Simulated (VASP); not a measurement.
# W: single point with LDA

Crystal: W.

```xyz
1
Lattice="-1.5674 1.5674 1.5674 1.5674 -1.5674 1.5674 1.5674 1.5674 -1.5674" Properties=species:S:1:pos:R:3 pbc="T T T"
W     0.0000    0.0000    0.0000
```

| Quantity | Value |
| --- | --- |
| Program | VASP 6.6.1 |
| Task | single point |
| Functional | LDA |
| Potentials or basis | VASP PAW LDA potentials, release 64 (W_sv) |
| Cutoff | 520 eV |
| k mesh | 19 × 19 × 19 |
| Occupations | fermi-dirac, width 0.08 eV |
| Spin | no spin polarisation |
| Dipole correction | no |
| Further INCAR settings | ALGO = Normal; EDIFF = 1e-06; NBANDS = 13 |

The pressure is 2.0 GPa and the band gap on the k mesh is zero (band 7 reaches 16.75 eV, above the bottom of band 8 at 10.43 eV).

Levels at points of the mesh, in eV from the Fermi level:
```tsv
k point	band 3	band 4	band 5	band 6	band 7	band 8	band 9	band 10	band 11	band 12
(0.00, 0.00, 0.00)	-37.46	-37.46	-9.69	-1.30	-1.30	-1.30	2.27	2.27	14.65	14.65
```

It took 24 s on 1 thread of Intel(R) Xeon(R) Platinum 8488C (Sapphire Rapids), on a shared host, peak memory 0.15 GiB.

Caveat: spin-orbit coupling is left out, which moves the levels of the heavy elements.
